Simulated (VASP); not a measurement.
Input of a VASP 6.6.1 run:

INCAR

```
SYSTEM = Pd
PREC = Accurate ; ENCUT = 520
EDIFF = 1E-6 ; ISMEAR = -1
SIGMA = 0.1 ; LREAL = .False.
LASPH = .True. ; NELM = 100
ALGO = Normal ; ISIF = 2
LWAVE = .False. ; LCHARG = .False.
GGA = B5 ; ALDAX = 1.0
AGGAX = 1.0 ; AGGAC = 1.0
ALDAC = 0.0 ; NBANDS = 17
```

File KPOINTS:

```
Automatic mesh
0
Gamma
  10 10 10
  0 0 0
```

The input POSCAR:

```
Pd
1.0
    0.0000000000      3.0811582750      3.0811582750
    3.0811582750      0.0000000000      3.0811582750
    3.0811582750      3.0811582750      0.0000000000
Pd
2
Direct
    0.1250000000      0.1250000000      0.1250000000
    0.8750000000      0.8750000000      0.8750000000
```

Potentials or basis: VASP PAW PBE potentials, release 64 (Pd).

Command:

```bash
$ cat potpaw_PBE.64/Pd/POTCAR > POTCAR
$ mpirun -np 1 vasp_std > vasp.out
```

(1) Predict the pressure.

(2) Estimate the band gap on the k mesh.

Results:

(1) -4.5 GPa.

(2) zero (band 10 reaches 2.70 eV, above the bottom of band 11 at 2.43 eV).

Caveat: the PAW data sets were made with another functional, which shifts forces and pressure a little.
